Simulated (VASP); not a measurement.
A run of VASP 6.6.1:

Contents of INCAR:

```
SYSTEM = Mn
PREC = Accurate ; ENCUT = 520
EDIFF = 1E-6 ; ISMEAR = -1
SIGMA = 0.1 ; LREAL = .False.
LASPH = .True. ; NELM = 60
ALGO = Normal ; ISIF = 2
LWAVE = .False. ; LCHARG = .True.
GGA = B5 ; ALDAX = 1.0
AGGAX = 1.0 ; AGGAC = 1.0
ALDAC = 0.0 ; LELF = .True.
LVHAR = .True. ; NBANDS = 12
```

File KPOINTS:

```
Automatic mesh
0
Gamma
  25 25 25
  0 0 0
```

File POSCAR:

```
Mn
1.0
    0.0000000000      1.8414185770      1.8414185770
    1.8414185770      0.0000000000      1.8414185770
    1.8414185770      1.8414185770      0.0000000000
Mn
1
Direct
    0.0000000000      0.0000000000      0.0000000000
```

Potentials or basis: VASP PAW PBE potentials, release 64 (Mn_pv).

Launch:

```sh
$ cat potpaw_PBE.64/Mn_pv/POTCAR > POTCAR
$ mpirun -np 1 vasp_std > vasp.out
```

Hardware: 1 thread of AMD EPYC 7R13 Processor (Zen 3) (shared host).

Question: Estimate the wall time of this run.

Answer: It took 48 s on 1 thread of AMD EPYC 7R13 Processor (Zen 3), on a shared host, peak memory 0.15 GiB. Counts: scf iterations 12, k points 455.
